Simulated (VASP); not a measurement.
Set up this calculation in VASP 6.6.1, as the native input.

- Task: single point
- Functional: r2SCAN
- Potentials or basis: VASP PAW PBE potentials, release 64 (Na_pv, Cl)
- Cutoff: 520 eV
- k mesh: 10 × 10 × 10
- Occupations: fermi-dirac, width 0.02 eV
- Spin: no spin polarisation
- Dipole correction: no
- Further INCAR settings: ALGO = Normal; EDIFF = 1e-06; NBANDS = 14

NaCl:

```
CELL_PARAMETERS angstrom
0.00000 2.76589 2.76589
2.76589 0.00000 2.76589
2.76589 2.76589 0.00000
ATOMIC_POSITIONS crystal
Na 0.00000 0.00000 0.00000
Cl 0.50000 0.50000 0.50000
```

The input as run:

POSCAR

```
NaCl
1.0
    0.0000000000      2.7658933400      2.7658933400
    2.7658933400      0.0000000000      2.7658933400
    2.7658933400      2.7658933400      0.0000000000
Na Cl
1 1
Direct
    0.0000000000      0.0000000000      0.0000000000
    0.5000000000      0.5000000000      0.5000000000
```

INCAR.step1

```
ALGO = Normal ; EDIFF = 1E-4
ENCUT = 520 ; GGA = PE
ISMEAR = -1 ; LASPH = True
LCHARG = False ; LREAL = False
LWAVE = True ; NBANDS = 14
NELM = 80 ; PREC = Accurate
SIGMA = 0.02
```

INCAR.step2

```
ALGO = Normal ; EDIFF = 1E-6
ENCUT = 520 ; ISIF = 2
ISMEAR = -1 ; ISTART = 1
LASPH = True ; LCHARG = False
LMIXTAU = True ; LREAL = False
LWAVE = False ; METAGGA = R2SCAN
NBANDS = 14 ; NELM = 80
PREC = Accurate ; SIGMA = 0.02
```

KPOINTS

```
k-points
0
Gamma
  10 10 10
```

Potentials or basis: VASP PAW PBE potentials, release 64 (Na_pv, Cl).

The run is started by

```console
$ cat potpaw_PBE.64/Na_pv/POTCAR potpaw_PBE.64/Cl/POTCAR > POTCAR
$ cp INCAR.step1 INCAR
$ mpirun -np 1 vasp_std > vasp.out
$ cp INCAR.step2 INCAR
$ mpirun -np 1 vasp_std > vasp.out
```

It gave:

* Pressure: 1.1 GPa
* Band gap on the k mesh: 6.17 eV

Caveat: the PAW data sets were made with another functional, which shifts forces and pressure a little.

Run time: 80 s on 1 thread of Intel(R) Xeon(R) 6975P-C (Granite Rapids) (shared host), peak memory 0.17 GiB.
